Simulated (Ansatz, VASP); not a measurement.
Two plane-wave programs on HCl

Contents of INCAR:

```
PREC     = Accurate       # precision mode
ENCUT    = 520            # plane-wave cutoff, eV
EDIFF    = 1E-7           # SCF threshold, eV
ISMEAR   = 0              # smearing method
SIGMA    = 0.15           # smearing width, eV
LREAL    = F              # projectors in reciprocal space
LASPH    = T              # aspherical terms in the spheres
NELM     = 100            # most SCF steps
ALGO     = Normal         # electronic algorithm
ISIF     = 2              # what is computed and relaxed
LWAVE    = F              # write WAVECAR
LCHARG   = F              # write CHGCAR
GGA      = PS             # functional
NBANDS   = 11             # bands
```

Contents of KPOINTS:

```
Automatic mesh
0
Gamma
  16 16 16
```

POSCAR

```
HCl
1.0
    0.0000000000      2.8059375000      2.6690625000
    2.8059375000      0.0000000000      2.6690625000
    2.8059375000      2.8059375000      0.0000000000
H Cl
1 1
Direct
    0.0000000000      0.0000000000      0.0000000000
    0.5000000000      0.5000000000      0.5000000000
```

Input for Ansatz:

```yaml
crystal:
  lattice:
    - [0.0, 2.8059375, 2.6690625]
    - [2.8059375, 0.0, 2.6690625]
    - [2.8059375, 2.8059375, 0.0]
  atoms:
    - { symbol: H, position: [0.0, 0.0, 0.0] }
    - { symbol: Cl, position: [0.5, 0.5, 0.5] }
basis:
  ecutwfc: 420
kpoints:
  mp_grid: { grid: [16, 16, 16] }
hamiltonian:
  xc: pbesol
scf:
  occupations: { method: gaussian, width: 0.15 }
output:
  forces: true
  stress: true
  eigenvalues: true
```

Change from the starting cell: strain +0.025 along x and y, -0.025 along z, atoms carried along.

Alike in both runs: task single point; functional PBEsol; k mesh 16 × 16 × 16; occupations gaussian, width 0.15 eV; no spin polarisation.

|  | VASP | Ansatz |
| --- | --- | --- |
| version | VASP 6.6.1 | Ansatz 0.2.0 |
| potentials or method | VASP PAW PBE potentials, release 64 (H, Cl), cutoff 520 eV | scalar-relativistic, plane waves, PAW |
| valence electrons in the cell | 8 | 8 |

Ansatz gave:

- gap on the k mesh at the Fermi level (eV): none
- pressure (GPa): -10.1
- traceless stress, the component that is largest in VASP (GPa): -2.58

Which values does VASP return?

gap on the k mesh at the Fermi level (eV): none; pressure (GPa): -10.2; traceless stress, the component that is largest in VASP (GPa): -2.59.

VASP's potentials were made for PBE, not for PBEsol. A gap of «none» marks a metal or a gap that the smearing closes. The functional is the same, so the differences come from potentials, cutoffs and numerics.
